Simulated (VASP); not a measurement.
Here is a VASP 6.6.1 calculation.

The input INCAR:

```
  PREC = Accurate
  ENCUT = 520
  EDIFF = 1E-6
  ISMEAR = -1
  SIGMA = 0.02
  LREAL = F
  LASPH = T
  NELM = 100
  ALGO = Normal
  ISIF = 2
  LWAVE = F
  LCHARG = F
  NBANDS = 14
```

The input KPOINTS:

```
Automatic mesh
0
Gamma
  8 8 8
```

The input POSCAR:

```
NaF
1.0
    0.0000000000      2.2514022873      2.2514022873
    2.2514022873      0.0000000000      2.2514022873
    2.2514022873      2.2514022873      0.0000000000
Na F
1 1
Direct
    0.0000000000      0.0000000000      0.0000000000
    0.5000000000      0.5000000000      0.5000000000
```

Potentials or basis: VASP PAW LDA potentials, release 64 (Na_pv, F).

Command:

```bash
$ cat potpaw_LDA.64/Na_pv/POTCAR potpaw_LDA.64/F/POTCAR > POTCAR
$ mpirun -np 1 vasp_std > vasp.out
```

(1) Predict the pressure.

(2) What does it give for the band gap on the k mesh?

Answers

(1) 0.0 GPa.

(2) 6.44 eV, direct.
